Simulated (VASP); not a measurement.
Wanted: the native input for a VASP 6.6.1 run.

```yaml
Task: single point
Functional: r2SCAN
Potentials_or_basis: VASP PAW PBE potentials, release 64 (Na_pv, Cl)
Cutoff: 520 eV
k_mesh: 8 × 8 × 8
Occupations: gaussian, width 0.01 eV
Spin: no spin polarisation
Dipole_correction: no
Further_INCAR_settings: ALGO = Normal; EDIFF = 1e-07; NBANDS = 14
```

The system is NaCl.

```
Na Cl
1.0
     0.00000    2.99095    3.24613
     2.99095    0.00000    3.24613
     2.99095    2.99095    0.00000
Na Cl
1 1
Cartesian
  0.0000 0.0000 0.0000
  1.4955 1.4955 1.6231
```

This cell differs from its parent crystal: epitaxial xy strain -3.1%.

These files were run (other wordings do the same):

POSCAR

```
NaCl
1.0
    0.0000000000      2.9909498675      3.2461285094
    2.9909498675      0.0000000000      3.2461285094
    2.9909498675      2.9909498675      0.0000000000
Na Cl
1 1
Direct
    0.0000000000      0.0000000000      0.0000000000
    0.2500000000      0.2500000000      0.2500000000
```

INCAR.step1

```
SYSTEM = NaCl
  ALGO = Normal
  EDIFF = 1E-4
  ENCUT = 520
  GGA = PE
  ISMEAR = 0
  LASPH = .TRUE.
  LCHARG = .FALSE.
  LREAL = .FALSE.
  LWAVE = .TRUE.
  NBANDS = 14
  NELM = 60
  PREC = Accurate
  SIGMA = 0.01
```

INCAR.step2

```
SYSTEM = NaCl
  ALGO = Normal
  EDIFF = 1E-7
  ENCUT = 520
  ISIF = 2
  ISMEAR = 0
  ISTART = 1
  LASPH = .TRUE.
  LCHARG = .TRUE.
  LELF = .TRUE.
  LMIXTAU = .TRUE.
  LREAL = .FALSE.
  LVHAR = .TRUE.
  LWAVE = .FALSE.
  METAGGA = R2SCAN
  NBANDS = 14
  NELM = 60
  PREC = Accurate
  SIGMA = 0.01
```

KPOINTS

```
k-points
0
G
  8 8 8
  0 0 0
```

Potentials or basis: VASP PAW PBE potentials, release 64 (Na_pv, Cl).

Run with:

```sh
$ cat potpaw_PBE.64/Na_pv/POTCAR potpaw_PBE.64/Cl/POTCAR > POTCAR
$ cp INCAR.step1 INCAR
$ mpirun -np 1 vasp_std > vasp.out
$ cp INCAR.step2 INCAR
$ mpirun -np 1 vasp_std > vasp.out
```

Results of the run:

```yaml
Pressure: 0.0 GPa
Band_gap_on_the_k_mesh: 5.55 eV, indirect (the least direct gap lies 3.6 meV higher)
```

Caveat: the cell differs from its parent crystal (epitaxial xy strain -3.1%); the PAW data sets were made with another functional, which shifts forces and pressure a little.

Run time: 2.2 min on 1 thread of Intel(R) Xeon(R) Platinum 8375C CPU @ 2.90GHz (Ice Lake) (shared host), peak memory 0.21 GiB.
